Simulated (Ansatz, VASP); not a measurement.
# Be in VASP and in Ansatz

Contents of INCAR:

```
  PREC = Accurate
  ENCUT = 520
  EDIFF = 1E-6
  ISMEAR = 0
  SIGMA = 0.15
  LREAL = F
  LASPH = T
  NELM = 60
  ALGO = Fast
  ISIF = 2
  LWAVE = F
  LCHARG = T
  GGA = PS
  LELF = T
  LVHAR = T
  NBANDS = 9
```

KPOINTS

```
Automatic mesh
0
Gamma
  24 24 14
```

The input POSCAR:

```
Be
1.0
    2.2305169254      0.0000000000      0.0000000000
   -1.1152584627      1.9316843209      0.0000000000
    0.0000000000      0.0000000000      3.5468865000
Be
2
Direct
    0.3333333333      0.6666666667      0.2500000000
    0.6666666667      0.3333333333      0.7500000000
```

Input for Ansatz:

```yaml
crystal:
  lattice:
    - [2.2305169254, 0.0, 0.0]
    - [-1.1152584627, 1.9316843209, 0.0]
    - [0.0, 0.0, 3.5468865]
  atoms:
    - { symbol: Be, position: [0.3333333333, 0.6666666667, 0.25] }
    - { symbol: Be, position: [0.6666666667, 0.3333333333, 0.75] }
basis:
  ecutwfc: 420
kpoints:
  mp_grid: { grid: [24, 24, 14] }
hamiltonian:
  xc: pbesol
scf:
  occupations: { method: gaussian, width: 0.15 }
output:
  forces: true
  stress: true
  eigenvalues: true
```

Change from the starting cell: strain -0.030 along x and y, -0.015 along z, atoms carried along.

Alike in both runs: task single point; functional PBEsol; k mesh 24 × 24 × 14; occupations gaussian, width 0.15 eV; no spin polarisation.

|  | VASP | Ansatz |
| --- | --- | --- |
| version | VASP 6.6.1 | Ansatz 0.2.0 |
| potentials or method | VASP PAW PBE potentials, release 64 (Be), cutoff 520 eV | scalar-relativistic, plane waves, PAW |
| valence electrons in the cell | 4 | 4 |

```tsv
	VASP	Ansatz	Ansatz less VASP
gap on the k mesh at the Fermi level (eV)	none	none	-
pressure (GPa)	3.6	3.2	-0.41
traceless stress, the component that is largest in VASP (GPa)	-2.15	-2.19	-0.045
```

VASP's potentials were made for PBE, not for PBEsol. A gap of «none» marks a metal or a gap that the smearing closes.
